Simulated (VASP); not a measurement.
# FeCo (Wairauite) (Pm-3m) in VASP: notebook, part 2 of 2

VASP 6.6.1. Earlier steps stand in the parts before.

### Step 3. Single point, LDA, collinear spin, ferromagnetic start

Input file INCAR:

```
  ALGO = Normal
  EDIFF = 1E-6
  ENCUT = 600
  GGA_COMPAT = False
  ISIF = 2
  ISMEAR = 1
  ISPIN = 2
  LASPH = True
  LCHARG = False
  LMAXMIX = 4
  LORBIT = 11
  LREAL = False
  LWAVE = False
  MAGMOM = 2.8 2
  NBANDS = 20
  NELM = 200
  PREC = Accurate
  SIGMA = 0.1
```

Input file KPOINTS:

```
k-points
0
Gamma
  6 6 6
```

Input file POSCAR:

```
FeCo
1.0
    2.8570000000      0.0000000000      0.0000000000
    0.0000000000      2.8570000000      0.0000000000
    0.0000000000      0.0000000000      2.8570000000
Fe Co
1 1
Direct
    0.5000000000      0.5000000000      0.5000000000
    0.0000000000      0.0000000000      0.0000000000
```

Potentials or basis: VASP PAW LDA potentials, release 64 (Fe, Co).

Run with:

```bash
$ cat potpaw_LDA.64/Fe/POTCAR potpaw_LDA.64/Co/POTCAR > POTCAR
$ mpirun -np 1 vasp_std > vasp.out
```

OUTCAR:

```text
EDIFF = 1E-6
   ENCUT = 600
   ISIF = 2
   ISMEAR = 1
   ISPIN = 2
   LASPH = True
   LORBIT = 11
   LREAL = False
   NELM = 200
   PREC = Accurate

 ion  position               nearest neighbor table
   1  0.500  0.500  0.500-   2 2.47   2 2.47   2 2.47   2 2.47   2 2.47   2 2.47   2 2.47   2 2.47

   2  0.000  0.000  0.000-   1 2.47   1 2.47   1 2.47   1 2.47   1 2.47   1 2.47   1 2.47   1 2.47

  LATTYP: Found a simple cubic cell.
 ALAT       =     2.8570000000

  Lattice vectors:

 A1 = (   2.8570000000,   0.0000000000,   0.0000000000)
 A2 = (   0.0000000000,   2.8570000000,   0.0000000000)
 A3 = (   0.0000000000,   0.0000000000,   2.8570000000)

Analysis of symmetry for initial positions (statically):
=====================================================================
 Subroutine PRICEL returns:
 Original cell was already a primitive cell.

 Routine SETGRP: Setting up the symmetry group for a
 simple cubic supercell.

[... 652 lines left out ...]
      3       4.1254      1.00000
      4       6.5035      1.00000
      5       6.5035      1.00000
      6       6.5035      1.00000
[... 449 lines left out ...]
     19      45.7213      0.00000
     20      45.7538      0.00000

------------------------ aborting loop because EDIFF is reached ----------------------------------------

  FORCE on cell =-STRESS in cart. coord.  units (eV):
  Direction    XX          YY          ZZ          XY          YZ          ZX
  --------------------------------------------------------------------------------------
  -------------------------------------------------------------------------------------
  Total       -2.6811797     -2.6811797     -2.6811797     -0.0000000     -0.0000000      0.0000000
  in kB     -184.2068539   -184.2068539   -184.2068539     -0.0000000     -0.0000000      0.0000000
  external PRESSURE =    -184.2068539 kB  Pullay stress =       0.0000000 kB

 VOLUME and BASIS-vectors are now :
 -----------------------------------------------------------------------------
  energy-cutoff  :      600.00
  volume of cell :       23.32
      direct lattice vectors                 reciprocal lattice vectors
     2.857000000  0.000000000  0.000000000     0.350017501  0.000000000  0.000000000
     0.000000000  2.857000000  0.000000000     0.000000000  0.350017501  0.000000000
     0.000000000  0.000000000  2.857000000     0.000000000  0.000000000  0.350017501

 POSITION                                       TOTAL-FORCE (eV/Angst)
 -----------------------------------------------------------------------------------
      1.42850      1.42850      1.42850         0.000000      0.000000      0.000000
      0.00000      0.00000      0.00000         0.000000      0.000000      0.000000
 -----------------------------------------------------------------------------------
    total drift:                                0.000000      0.000000     -0.000000

  FREE ENERGIE OF THE ION-ELECTRON SYSTEM (eV)
  ---------------------------------------------------
  free  energy   TOTEN  =       -17.0910953825 eV

  energy  without entropy=      -17.0908884420  energy(sigma->0) =      -17.09102640

 total charge

# of ion       s       p       d       tot
------------------------------------------
    1        0.472   0.513   6.156   7.141
    2        0.480   0.496   7.245   8.221
--------------------------------------------------
tot          0.951   1.010  13.401  15.362

 magnetization (x)

# of ion       s       p       d       tot
------------------------------------------
    1        0.003  -0.008   2.788   2.784
    2       -0.005  -0.012   1.806   1.790
--------------------------------------------------
tot         -0.001  -0.019   4.594   4.574
```

OSZICAR:

```text
N       E                     dE             d eps       ncg     rms          rms(c)
DAV:   1     0.865449472270E+02    0.86545E+02   -0.77906E+03  1728   0.119E+03
DAV:   2    -0.143324333395E+02   -0.10088E+03   -0.89757E+02  1612   0.220E+02
DAV:   3    -0.192460200243E+02   -0.49136E+01   -0.46853E+01  1812   0.591E+01
DAV:   4    -0.193286584056E+02   -0.82638E-01   -0.82541E-01  2024   0.669E+00
DAV:   5    -0.193306841276E+02   -0.20257E-02   -0.20255E-02  1996   0.896E-01    0.154E+01
DAV:   6    -0.174924393047E+02    0.18382E+01   -0.82183E+00  1756   0.580E+01    0.994E+00
DAV:   7    -0.178673900826E+02   -0.37495E+00   -0.46757E+00  1976   0.411E+01    0.149E+01
DAV:   8    -0.171357849987E+02    0.73161E+00   -0.39537E+00  2028   0.307E+01    0.489E+00
DAV:   9    -0.171109916456E+02    0.24793E-01   -0.82116E-02  2440   0.473E+00    0.202E+00
DAV:  10    -0.170905120726E+02    0.20480E-01   -0.10123E-02  2568   0.215E+00    0.646E-01
DAV:  11    -0.170912394383E+02   -0.72737E-03   -0.14959E-03  2172   0.367E-01    0.216E-01
DAV:  12    -0.170911472550E+02    0.92183E-04   -0.14277E-04  1940   0.278E-01    0.117E-01
DAV:  13    -0.170910996546E+02    0.47600E-04   -0.15624E-04  2368   0.227E-01    0.290E-02
DAV:  14    -0.170910962068E+02    0.34478E-05   -0.60119E-06  1656   0.221E-02    0.169E-02
DAV:  15    -0.170910953825E+02    0.82422E-06   -0.46108E-06  1348   0.313E-02
   1 F= -.17091095E+02 E0= -.17091026E+02  d E =-.206940E-03  mag=     4.6245
```

stdout:

```text
POSCAR found type information on POSCAR FeCo
 POSCAR found :  2 types and       2 ions
 scaLAPACK will be used
 LDA part: xc-table for (Slater(with rela. corr.)+CA(PZ))
 , standard interpolation
 POSCAR, INCAR and KPOINTS ok, starting setup
 FFT: planning ... GRIDC
 FFT: planning ... GRID_SOFT
 FFT: planning ... GRID
 WAVECAR not read
 entering main loop
```

Wall time 19 s (1 thread of AMD EPYC 7R13 (Zen 3), shared host); peak memory 0.12 GiB.

What came out:

| Item | Value |
| --- | --- |
| Free energy | -17.0911 eV |
| Pressure | -18.4 GPa |
| Net moment | 4.62 μB per cell |
| Site moments | Fe +2.78; Co +1.79 μB |
| Valence electrons inside the program's atomic spheres | Fe 7.14; Co 8.22 |

Caveat: the k points lie up to 0.37 Å⁻¹ apart.

### Step 4. Single point, LDA, collinear spin, ferrimagnetic start

Input file INCAR:

```
PREC = Accurate
ENCUT = 600
EDIFF = 1E-6
ISMEAR = 1
SIGMA = 0.1
LREAL = F
LASPH = T
NELM = 200
ALGO = Normal
ISIF = 2
LWAVE = F
LCHARG = F
ISPIN = 2
MAGMOM = 2.8 -2
LORBIT = 11
LMAXMIX = 4
GGA = CA
NBANDS = 20
GGA_COMPAT = F
```

Input file KPOINTS:

```
Automatic mesh
0
Gamma
  6 6 6
```

POSCAR is that of step 3.

Run with:

```bash
$ cat potpaw_LDA.64/Fe/POTCAR potpaw_LDA.64/Co/POTCAR > POTCAR
$ mpirun -np 1 vasp_std > vasp.out
```

Wall time 52 s (1 thread of AMD EPYC 7R13 (Zen 3), shared host); peak memory 0.12 GiB.

Results (log left out):

* Free energy: -16.2677 eV
* Pressure: -32.9 GPa
* Net moment: -0.07 μB per cell
* Site moments: Fe +0.80; Co -0.88 μB
* Valence electrons inside the program's atomic spheres: Fe 7.18; Co 8.20

Levels at points of the mesh, in eV from the Fermi level:
Spin up:
```tsv
k point	band 6	band 7	band 8	band 9	band 10	band 11
(0.00, 0.00, 0.00)	-1.60	-0.12	-0.12	0.69	0.69	0.69
(0.50, 0.00, 0.00)	-1.29	-1.13	-1.13	-0.52	-0.44	0.80
(0.50, 0.50, 0.00)	-0.09	-0.08	0.19	0.48	0.48	0.95
(0.50, 0.50, 0.50)	-2.47	-0.05	-0.05	0.23	0.23	8.52
```
Spin down:
```tsv
k point	band 6	band 7	band 8	band 9	band 10	band 11
(0.00, 0.00, 0.00)	-1.80	-0.14	-0.14	0.82	0.82	0.82
(0.50, 0.00, 0.00)	-1.52	-1.15	-0.70	-0.70	0.10	0.13
(0.50, 0.50, 0.00)	-0.57	0.10	0.49	0.49	0.77	1.00
(0.50, 0.50, 0.50)	-2.33	-0.76	-0.76	0.81	0.81	8.39
```

Caveat: the k points lie up to 0.37 Å⁻¹ apart.

### Step 5. Summary

| spin | gap on the mesh (eV) | pressure (GPa) | moment (μB) |
| --- | --- | --- | --- |
| off | none | -36.2 | - |
| collinear, ferromagnetic start | none | -18.4 | 4.62 |
| collinear, ferrimagnetic start | none | -32.9 | 0.07 |

Alike in all rows: task single point; level LDA; potentials or basis VASP PAW LDA potentials, release 64 (Fe, Co); cell as given; k mesh 6 × 6 × 6; cutoff (eV) 600; smearing methfessel-paxton 0.1 eV.

Caveats: all runs use coarse meshes.

Total energies depend on the potentials used, so only differences within one code and one set of settings carry meaning.
